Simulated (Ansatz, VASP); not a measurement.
One calculation of BaTiO3, two programs

```xyz
5
Lattice="4.1037 0.0000 0.0000 0.0000 4.1037 0.0000 0.0000 0.0000 4.1037" Properties=species:S:1:pos:R:3 pbc="T T T"
Ba    2.0519    2.0519    2.0519
Ti    0.0000    0.0000    0.0000
O     2.0519    0.0000    0.0000
O     0.0000    2.0519    0.0000
O     0.0000    0.0000    2.0519
```

Alike in both runs: task single point; functional PBE; k mesh 6 × 6 × 6; no spin polarisation.

|  | VASP | Ansatz |
| --- | --- | --- |
| version | VASP 6.6.1 | Ansatz 0.2.0 |
| potentials or method | VASP PAW PBE potentials, release 64 (Ba_sv, Ti_sv, O), cutoff 520 eV | plane waves, PAW |
| occupations | gaussian, width 0.01 eV | fixed |
| valence electrons in the cell | 40 | 40 |

|  | VASP | Ansatz | Ansatz less VASP |
| --- | --- | --- | --- |
| pressure (GPa) | -7.5 | -8.8 | -1.35 |

Spin-orbit coupling is off throughout.
